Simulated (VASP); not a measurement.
## Cu: single point with PBE

Cu:

```xyz
2
Lattice="-1.4733 1.4733 1.3820 1.4733 -1.4733 1.3820 2.9465 2.9465 0.0000" Properties=species:S:1:pos:R:3 pbc="T T T"
Cu   -0.3111    0.3111   -0.1073
Cu    1.7844    1.1621    1.4893
```

This cell differs from its parent crystal: atoms displaced along several vibrational modes.

```
Program             : VASP 6.6.1
Task                : single point
Functional          : PBE
Potentials or basis : VASP PAW PBE potentials, release 64 (Cu)
Cutoff              : 520 eV
k mesh              : 20 × 20 × 12
Occupations         : gaussian, width 0.15 eV
Spin                : no spin polarisation
```

```yaml
Pressure: 4.0 GPa
Largest_force: 0.478 eV/Å
Band_gap_on_the_k_mesh: zero (bands 11 and 12 overlap by 5.73 eV)
```

Forces in eV/Å, atoms in the order of the input:
```
Cu   0.328 -0.328  0.117
Cu  -0.328  0.328 -0.117
```

Stress tensor (GPa, compression positive):
```
 8.52 -0.69 -1.92
-0.69  8.52  1.92
-1.92  1.92 -4.89
```

Levels at points of the mesh, in eV from the Fermi level:
| k point | band 7 | band 8 | band 9 | band 10 | band 11 | band 12 | band 13 | band 14 | band 15 | band 16 |
| --- | --- | --- | --- | --- | --- | --- | --- | --- | --- | --- |
| (0.00, 0.00, 0.00) | -2.48 | -2.27 | -2.15 | -2.12 | -1.52 | -0.85 | 3.85 | 19.16 | 19.95 | 21.00 |
| (0.50, 0.00, 0.00) | -2.53 | -1.81 | -1.75 | -1.65 | -0.09 | 1.00 | 7.55 | 7.93 | 9.97 | 10.13 |
| (0.00, 0.50, 0.00) | -2.43 | -1.77 | -1.72 | -1.51 | -0.72 | 1.59 | 6.22 | 6.82 | 11.02 | 11.21 |
| (0.50, 0.50, 0.00) | -2.48 | -1.79 | -1.55 | -1.41 | 1.15 | 1.97 | 9.69 | 9.99 | 10.10 | 10.96 |
| (0.00, 0.00, 0.50) | -2.51 | -2.51 | -2.04 | -2.04 | -1.88 | -1.88 | 12.60 | 12.60 | 20.50 | 20.50 |
| (0.50, 0.00, 0.50) | -1.81 | -1.81 | -1.64 | -1.64 | -0.01 | -0.01 | 4.31 | 4.31 | 17.06 | 17.06 |
| (0.00, 0.50, 0.50) | -2.18 | -2.18 | -1.69 | -1.69 | 0.82 | 0.82 | 3.62 | 3.62 | 17.59 | 17.59 |
| (0.50, 0.50, 0.50) | -1.57 | -1.57 | -1.47 | -1.47 | 1.10 | 1.10 | 6.30 | 6.30 | 12.66 | 12.66 |

It took 9 min on 1 thread of AMD EPYC 7R43 64-Core Processor (Zen 3), on a shared host, peak memory 0.52 GiB.

Caveat: the cell differs from its parent crystal (atoms displaced along several vibrational modes); the stress differs along the axes, from -5 to 9 GPa.
